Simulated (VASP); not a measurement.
Wanted: the native input for a VASP 6.6.1 run.

```
Task                   : single point
Functional             : PBEsol
Potentials or basis    : VASP PAW PBE potentials, release 64 (Rb_sv)
Cutoff                 : 520 eV
k mesh                 : 12 × 12 × 12
Occupations            : gaussian, width 0.1 eV
Spin                   : no spin polarisation
Dipole correction      : no
Further INCAR settings : ALGO = Fast; EDIFF = 1e-06; NBANDS = 10
```

The structure of Rb lies in POSCAR:

```
Rb
1.0
   -2.7824059495      2.7824059495      2.7824059495
    2.7824059495     -2.7824059495      2.7824059495
    2.7824059495      2.7824059495     -2.7824059495
Rb
1
Direct
    0.0000000000      0.0000000000      0.0000000000
```

These files were run (other wordings do the same):

INCAR

```
SYSTEM = Rb
  PREC = Accurate
  ENCUT = 520
  EDIFF = 1E-6
  ISMEAR = 0
  SIGMA = 0.1
  LREAL = .False.
  LASPH = .True.
  NELM = 80
  ALGO = Fast
  ISIF = 2
  LWAVE = .False.
  LCHARG = .False.
  GGA = PS
  NBANDS = 10
```

KPOINTS

```
regular mesh
0
Gamma
  12 12 12
  0 0 0
```

Potentials or basis: VASP PAW PBE potentials, release 64 (Rb_sv).

Run with:

```console
$ cat potpaw_PBE.64/Rb_sv/POTCAR > POTCAR
$ mpirun -np 1 vasp_std > vasp.out
```

Results of the run:

```yaml
Pressure: 0.0 GPa
```

Caveat: the PAW data sets were made with another functional, which shifts forces and pressure a little.

Run time: 27 s on 1 thread of Intel(R) Xeon(R) Platinum 8488C (Sapphire Rapids), with other jobs on the host, peak memory 0.22 GiB.
